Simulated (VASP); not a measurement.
# Li2O in VASP: further runs

The runs below take Li2O through single point, relaxation of cell and atoms, with PBEsol.

Everything below comes from runs of VASP 6.6.1. Logs are shortened: lines on timing, memory, paths and dates and some standing lists are left out, and cuts for length are marked.

## (1) The cell of the first run

Symmetry: R-3m, No. 166, trigonal system. The conventional cell has a = 3.247 Å, b = 3.247 Å, c = 7.893 Å, α = 90.00°, β = 90.00°, γ = 120.00°. Li (site symmetry 3m) has 4 O at 1.97 to 1.99 Å and 6 Li at 2.29 Å within 2.6 Å. O (site symmetry -3m) has 8 Li at 1.97 to 1.99 Å within 2.6 Å.

## (2) Single point, PBEsol (equal xy, yz and zx engineering shears of -0.5 %)

INCAR

```
SYSTEM = Li2O
ALGO = Normal
EDIFF = 1E-6
ENCUT = 750
GGA = PS
GGA_COMPAT = .FALSE.
ISIF = 2
ISMEAR = 0
LASPH = .TRUE.
LCHARG = .TRUE.
LELF = .TRUE.
LREAL = .FALSE.
LVHAR = .TRUE.
LWAVE = .FALSE.
NBANDS = 13
NELM = 120
PREC = Accurate
SIGMA = 0.01
```

KPOINTS

```
k-points
0
G
  8 8 8
  0 0 0
```

POSCAR

```
Li2O
1.0
   -0.0114496745      2.2842100563      2.2842100563
    2.2842100563     -0.0114496745      2.2842100563
    2.2842100563      2.2842100563     -0.0114496745
Li O
2 1
Direct
    0.2500000000      0.2500000000      0.2500000000
    0.7500000000      0.7500000000      0.7500000000
    0.0000000000      0.0000000000      0.0000000000
```

Potentials or basis: VASP PAW PBE potentials, release 64 (Li_sv, O).

Launch:

```
cat potpaw_PBE.64/Li_sv/POTCAR potpaw_PBE.64/O/POTCAR > POTCAR
mpirun -np 1 vasp_std > vasp.out
```

OUTCAR:

```text
SYSTEM = Li2O
   EDIFF = 1E-6
   ENCUT = 750
   GGA = PS
   ISIF = 2
   ISMEAR = 0
   LASPH = .TRUE.
   LREAL = .FALSE.
   NELM = 120
   PREC = Accurate

 ion  position               nearest neighbor table
   1  0.250  0.250  0.250-   3 1.97   3 1.99   3 1.99   3 1.99   2 2.29   2 2.29   2 2.29   2 2.29
                             2 2.29   2 2.29
   2  0.750  0.750  0.750-   3 1.97   3 1.99   3 1.99   3 1.99   1 2.29   1 2.29   1 2.29   1 2.29
                             1 2.29   1 2.29
   3  0.000  0.000  0.000-   1 1.97   2 1.97   2 1.99   2 1.99   2 1.99   1 1.99   1 1.99   1 1.99

  LATTYP: Found a trigonal (rhomboedric) cell.
 ALAT       =     3.2303811319
 COS(alpha) =     0.4949812503

  Lattice vectors:

 A1 = (  -0.0114496745,   2.2842100563,   2.2842100563)
 A2 = (   2.2842100563,  -0.0114496745,   2.2842100563)
 A3 = (   2.2842100563,   2.2842100563,  -0.0114496745)

Analysis of symmetry for initial positions (statically):
=====================================================================
 Subroutine PRICEL returns:
 Original cell was already a primitive cell.

 Routine SETGRP: Setting up the symmetry group for a
 trigonal (rhombohedral) supercell.

 Subroutine GETGRP returns: Found 12 space group operations
 (whereof 12 operations were pure point group operations)
 out of a pool of 12 trial point group operations.

The static configuration has the point symmetry D_3d.

Analysis of symmetry for dynamics (positions and initial velocities):
=====================================================================
 Subroutine PRICEL returns:
 Original cell was already a primitive cell.

 Routine SETGRP: Setting up the symmetry group for a
 trigonal (rhombohedral) supercell.

 Subroutine GETGRP returns: Found 12 space group operations
 (whereof 12 operations were pure point group operations)
 out of a pool of 12 trial point group operations.

The dynamic configuration has the point symmetry D_3d.

 Subroutine INISYM returns: Found 12 space group operations
 (whereof 12 operations are pure point group operations),
 and found     1 'primitive' translations

----------------------------------------------------------------------------------------

                                     Primitive cell

  volume of cell :      24.0155

  direct lattice vectors                    reciprocal lattice vectors
    -0.011449674  2.284210056  2.284210056    -0.217255071  0.218349555  0.218349555
     2.284210056 -0.011449674  2.284210056     0.218349555 -0.217255071  0.218349555
     2.284210056  2.284210056 -0.011449674     0.218349555  0.218349555 -0.217255071

  length of vectors
     3.230381132  3.230381132  3.230381132     0.377561681  0.377561681  0.377561681

  position of ions in fractional coordinates (direct lattice)
     0.250000000  0.250000000  0.250000000
     0.750000000  0.750000000  0.750000000
     0.000000000  0.000000000  0.000000000

  ion indices of the primitive-cell ions
   primitive index   ion index
                 1           1
                 2           2
                 3           3

----------------------------------------------------------------------------------------

 KPOINTS: k-points

Automatic generation of k-mesh.
 Grid dimensions read from file:
 generate k-points for:    8    8    8

 Generating k-lattice:

  Cartesian coordinates                     Fractional coordinates (reciprocal lattice)
    -0.027156884  0.027293694  0.027293694     0.125000000  0.000000000  0.000000000
     0.027293694 -0.027156884  0.027293694     0.000000000  0.125000000  0.000000000
     0.027293694  0.027293694 -0.027156884     0.000000000  0.000000000  0.125000000

  Length of vectors
     0.047195210  0.047195210  0.047195210

  Shift w.r.t. Gamma in fractional coordinates (k-lattice)
     0.000000000  0.000000000  0.000000000

 Subroutine IBZKPT returns following result:
 ===========================================

 Found     65 irreducible k-points:

 Following reciprocal coordinates:
            Coordinates               Weight
  0.000000  0.000000  0.000000      1.000000
  0.125000  0.000000  0.000000      6.000000
  0.250000  0.000000  0.000000      6.000000
  0.375000 -0.000000 -0.000000      6.000000
  0.500000  0.000000  0.000000      3.000000
  0.125000  0.125000  0.000000      6.000000
[... 16 lines left out ...]
  0.250000  0.125000  0.125000      6.000000
  0.375000  0.125000  0.125000      6.000000
 [... further k-points ...]
   k-points           NKPTS =     65   k-points in BZ     NKDIM =     65   number of bands    NBANDS=     13
   number of dos      NEDOS =    301   number of ions     NIONS =      3
   total plane-waves  NPLWV =  27000
   dimension x,y,z NGX =    30 NGY =   30 NGZ =   30
   dimension x,y,z NGXF=    60 NGYF=   60 NGZF=   60
   ions per type =               2   1
   NGX,Y,Z   is equivalent  to a cutoff of  15.44, 15.44, 15.44 a.u.
   NGXF,Y,Z  is equivalent  to a cutoff of  30.88, 30.88, 30.88 a.u.
 SYSTEM =  Li2O
   PREC   = accura    normal or accurate (medium, high low for compatibility)
   ISTART =      0    job   : 0-new  1-cont  2-samecut
   ICHARG =      2    charge: 1-file 2-atom 10-const
   ISPIN  =      1    spin polarized calculation?
   LNONCOLLINEAR =      F non collinear calculations
   LSORBIT =      F    spin-orbit coupling
   LASPH  =      T    aspherical Exc in radial PAW
   ENCUT  =  750.0 eV  55.12 Ry    7.42 a.u.   7.21  7.21  7.21*2*pi/ulx,y,z
   NELM   =    120;   NELMIN=  2; NELMDL= -5     # of ELM steps
   EDIFF  = 0.1E-05   stopping-criterion for ELM
   LREAL  =      F    real-space projection
   EDIFFG = 0.1E-04   stopping-criterion for IOM
   NSW    =      0    number of steps for IOM
   IBRION =     -1    ionic relax: 0-MD 1-quasi-New 2-CG
   NFREE  =      0    steps in history (QN), initial steepest desc. (CG)
   ISIF   =      2    stress and relaxation
   ISYM   =      2    0-nonsym 1-usesym 2-fastsym
   POTIM  = 0.5000    time-step for ionic-motion
   TEBEG  =    0.0;   TEEND  =   0.0 temperature during run
   PSTRESS=    0.0 pullay stress
   NELECT =      12.0000    total number of electrons
   NUPDOWN=      -1.0000    fix difference up-down
   EMIN   =  10.00;   EMAX   =-10.00  energy-range for DOS
   EFERMI =   0.00;   METHOD = LEGACY
   ISMEAR =     0;   SIGMA  =   0.01  broadening in eV -4-tet -1-fermi 0-gaus
   EFERMI_NEDOS =   21; number of points for ismear=-14 and -15
   IALGO  =     38    algorithm
   IMIX   =      4    mixing-type and parameters
     AMIX     =   0.40;   BMIX     =  1.00
     AMIX_MAG =   1.60;   BMIX_MAG =  1.00
  volume/ion in A,a.u.               =       8.01        54.02
  Fermi-wavevector in a.u.,A,eV,Ry     =   1.299087  2.454918 22.961552  1.687626
  Thomas-Fermi vector in A             =   2.430373
   LORBIT       =      0    0 simple, 1 ext, 2 COOP (PROOUT), +10 PAW based schemes
   GGA     = PS    functional components
   LHFCALC =     F    Hartree Fock is set to
   AEXX    =    0.0000 exact exchange contribution
   IVDW    =     0    specifies the selected vdW correction
   LEPSILON=     F    determine dielectric tensor
   LRPA    =     F    only Hartree local field effects (RPA)
 non-spin polarized calculation
 Gauss-broadening in eV      SIGMA  =   0.01
  energy-cutoff  :      750.00
  volume of cell :       24.02
 maximum number of plane-waves:      1133
 NGX is ok and might be reduce to    30
   NGX = 15   NGY = 15   NGZ = 15

 number of electron      12.0000003 magnetization

 Free energy of the ion-electron system (eV)
  ---------------------------------------------------
  ext. energy  EPLUGINS =         0.00000000
  ---------------------------------------------------
  free energy    TOTEN  =       -14.75648831 eV

  energy without entropy =      -14.75648831  energy(sigma->0) =      -14.75648831

 E-fermi :   1.4558     XC(G=0): -10.0330

 val. band max:        1.3707150051   @ k =   0.0000   0.0000   0.0000
 cond. band min:       6.2293345006   @ k =   0.5000   0.5000   0.0000
 fundamental gap:      4.8586194955
 Fermi energy:         1.4557587571

 k-point     1 :       0.0000    0.0000    0.0000
  band No.  band energies     occupation
      1     -40.8627      2.00000
      2     -40.4826      2.00000
      3     -14.0374      2.00000
      4       1.3526      2.00000
      5       1.3526      2.00000
      6       1.3707      2.00000
      7       6.7037      0.00000
      8      13.2530      0.00000
      9      13.2530      0.00000
     10      13.4173      0.00000
     11      20.4451      0.00000
     12      20.4451      0.00000
     13      20.4904      0.00000

 k-point     2 :       0.1250    0.0000    0.0000
  band No.  band energies     occupation
      1     -40.8458      2.00000
      2     -40.4949      2.00000
      3     -14.0069      2.00000
      4       0.8231      2.00000
      5       1.2790      2.00000
      6       1.2931      2.00000
      7       7.1247      0.00000
      8      13.3082      0.00000
      9      13.4769      0.00000
     10      13.6220      0.00000
     11      19.0797      0.00000
     12      19.1329      0.00000
     13      20.9953      0.00000

 k-point     3 :       0.2500    0.0000    0.0000
  band No.  band energies     occupation
      1     -40.7988      2.00000
      2     -40.5307      2.00000
      3     -13.9295      2.00000
      4      -0.2565      2.00000
      5       1.1122      2.00000
      6       1.1214      2.00000
      7       8.1253      0.00000
      8      13.1417      0.00000
      9      13.7534      0.00000
     10      13.8633      0.00000
     11      18.2053      0.00000
     12      18.3061      0.00000
     13      22.3450      0.00000

 k-point     4 :       0.3750   -0.0000   -0.0000
  band No.  band energies     occupation
      1     -40.7316      2.00000
      2     -40.5868      2.00000
      3     -13.8457      2.00000
      4      -1.1705      2.00000
      5       0.9588      2.00000
      6       0.9631      2.00000
      7       9.4366      0.00000
      8      12.3570      0.00000
      9      13.5760      0.00000
     10      13.6571      0.00000
     11      18.7267      0.00000
     12      18.8699      0.00000
     13      23.8020      0.00000

 k-point     5 :       0.5000    0.0000    0.0000
  band No.  band energies     occupation
      1     -40.6577      2.00000
      2     -40.6561      2.00000
      3     -13.8089      2.00000
      4      -1.5176      2.00000
      5       0.8987      2.00000
      6       0.9011      2.00000
      7      10.6029      0.00000
      8      11.3352      0.00000
      9      13.4101      0.00000
     10      13.4848      0.00000
     11      19.2815      0.00000
     12      19.4358      0.00000
     13      24.4874      0.00000
[... 257 lines left out ...]
 k-point    22 :       0.1250    0.1250    0.1250
  band No.  band energies     occupation
      1     -40.8456      2.00000
      2     -40.4948      2.00000
      3     -14.0061      2.00000
      4       0.8413      2.00000
      5       1.2749      2.00000
      6       1.2749      2.00000
      7       7.1178      0.00000
      8      13.4421      0.00000
      9      13.4777      0.00000
     10      13.4777      0.00000
     11      19.0632      0.00000
     12      19.0632      0.00000
     13      21.0475      0.00000

 k-point    23 :       0.2500    0.1250    0.1250
  band No.  band energies     occupation
      1     -40.8194      2.00000
      2     -40.5142      2.00000
      3     -13.9600      2.00000
      4       0.3038      2.00000
      5       0.9180      2.00000
      6       1.2672      2.00000
      7       7.6564      0.00000
      8      13.1777      0.00000
      9      13.7442      0.00000
     10      14.1271      0.00000
     11      16.8970      0.00000
     12      19.9411      0.00000
     13      22.4288      0.00000

 k-point    24 :       0.3750    0.1250    0.1250
  band No.  band energies     occupation
      1     -40.7677      2.00000
      2     -40.5546      2.00000
      3     -13.8805      2.00000
      4      -0.5943      2.00000
      5       0.6707      2.00000
      6       1.0979      2.00000
      7       8.6206      0.00000
      8      12.5422      0.00000
      9      14.1093      0.00000
     10      14.5245      0.00000
     11      16.4420      0.00000
     12      20.2853      0.00000
     13      23.4844      0.00000

 [... further k-points ...]
[... 5 lines left out ...]
  --------------------------------------------------------------------------------------
  -------------------------------------------------------------------------------------
  Total        0.0169090      0.0169090      0.0169090      0.0459287      0.0459287      0.0459287
  in kB        1.1280732      1.1280732      1.1280732      3.0641019      3.0641019      3.0641019
  external PRESSURE =       1.1280732 kB  Pullay stress =       0.0000000 kB

 VOLUME and BASIS-vectors are now :
 -----------------------------------------------------------------------------
  energy-cutoff  :      750.00
  volume of cell :       24.02
      direct lattice vectors                 reciprocal lattice vectors
    -0.011449674  2.284210056  2.284210056    -0.217255071  0.218349555  0.218349555
     2.284210056 -0.011449674  2.284210056     0.218349555 -0.217255071  0.218349555
     2.284210056  2.284210056 -0.011449674     0.218349555  0.218349555 -0.217255071

 POSITION                                       TOTAL-FORCE (eV/Angst)
 -----------------------------------------------------------------------------------
      1.13924      1.13924      1.13924         0.002793      0.002793      0.002793
      3.41773      3.41773      3.41773        -0.002793     -0.002793     -0.002793
      0.00000      0.00000      0.00000        -0.000000      0.000000      0.000000
 -----------------------------------------------------------------------------------
    total drift:                                0.000000     -0.000000      0.000000

  FREE ENERGIE OF THE ION-ELECTRON SYSTEM (eV)
  ---------------------------------------------------
  free  energy   TOTEN  =       -14.7564883064 eV

  energy  without entropy=      -14.7564883064  energy(sigma->0) =      -14.75648831
```

Run time: 18 s. Hardware: 1 thread of Intel Xeon 6975P-C (Granite Rapids), shared host; peak memory 0.17 GiB.

Results:

- Free energy: -14.7565 eV
- Pressure: 0.1 GPa
- Largest force: 0.005 eV/Å
- Band gap on the k mesh: 4.86 eV, indirect (least direct gap 5.33 eV)

Forces in eV/Å, atoms in the order of the input:
```
Li   0.003  0.003  0.003
Li  -0.003 -0.003 -0.003
O    0.000  0.000  0.000
```

Stress tensor (GPa, compression positive):
```
0.11 0.31 0.31
0.31 0.11 0.31
0.31 0.31 0.11
```

Levels at points of the mesh, in eV from the valence-band top:
| k point | band 3 | band 4 | band 5 | band 6 | band 7 | band 8 | band 9 | band 10 |
| --- | --- | --- | --- | --- | --- | --- | --- | --- |
| (0.00, 0.00, 0.00) | -15.41 | -0.02 | -0.02 | 0.00 | 5.33 | 11.88 | 11.88 | 12.05 |
| (0.50, 0.00, 0.00) | -15.18 | -2.89 | -0.47 | -0.47 | 9.23 | 9.96 | 12.04 | 12.11 |
| (0.50, 0.50, 0.00) | -15.13 | -1.65 | -1.48 | -1.44 | 4.86 | 13.60 | 13.68 | 14.95 |
| (0.50, 0.50, 0.50) | -15.17 | -2.88 | -0.50 | -0.50 | 9.27 | 9.97 | 11.98 | 11.98 |

Caveat: the cell differs from its parent crystal (equal xy, yz and zx engineering shears of -0.5 %); the PAW data sets were made with another functional, which shifts forces and pressure a little. A k mesh can miss the band edges.

(Continued in part 2 of 2.)
